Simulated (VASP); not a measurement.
## InSe: single point with PBEsol

InSe:

```
CELL_PARAMETERS angstrom
5.78729 -2.04086 0.00000
5.78729 2.04086 0.00000
-1.71167 0.00000 4.73932
ATOMIC_POSITIONS crystal
In 0.88820 0.88820 0.04684
In 0.11180 0.11180 0.95316
Se 0.66093 0.66093 0.66896
Se 0.33907 0.33907 0.33104
```

| Quantity | Value |
| --- | --- |
| Program | VASP 6.6.1 |
| Task | single point |
| Functional | PBEsol |
| Potentials or basis | VASP PAW PBE potentials, release 64 (In_d, Se) |
| Cutoff | 520 eV |
| k mesh | 7 × 7 × 6 |
| Occupations | fermi-dirac, width 0.05 eV |
| Spin | no spin polarisation |
| Dipole correction | no |
| Further INCAR settings | ALGO = Normal; EDIFF = 1e-06; NBANDS = 27 |

| Property | Result |
| --- | --- |
| Pressure | -0.1 GPa |
| Largest force | 0.242 eV/Å |
| Band gap on the k mesh | 1.10 eV, indirect (least direct gap 1.22 eV) |

Forces in eV/Å, atoms in the order of the input:
```
In   0.078  0.000 -0.032
In  -0.078  0.000  0.032
Se   0.022  0.000 -0.241
Se  -0.022  0.000  0.241
```

Stress tensor (GPa, compression positive):
```
-0.21  0.00  0.05
 0.00  0.04  0.00
 0.05  0.00  0.01
```

Levels at points of the mesh, in eV from the valence-band top:
```csv
k point,band 15,band 16,band 17,band 18,band 19,band 20,band 21,band 22,band 23,band 24
"(0.00, 0.00, 0.00)",-3.75,-2.31,-2.02,-1.39,-1.15,2.73,2.97,3.60,4.86,5.45
"(0.00, 0.00, 0.50)",-2.23,-1.81,-1.49,-1.07,-0.38,1.10,2.07,3.57,3.89,6.34
```

Wall time 7.6 min on 1 thread of Intel Xeon 6975P-C, on a shared host, peak memory 0.43 GiB.

Caveat: the PAW data sets were made with another functional, which shifts forces and pressure a little; spin-orbit coupling is left out, which moves the levels of the heavy elements. Expect the measured gap to be larger: semilocal functionals such as PBEsol lack the derivative discontinuity.
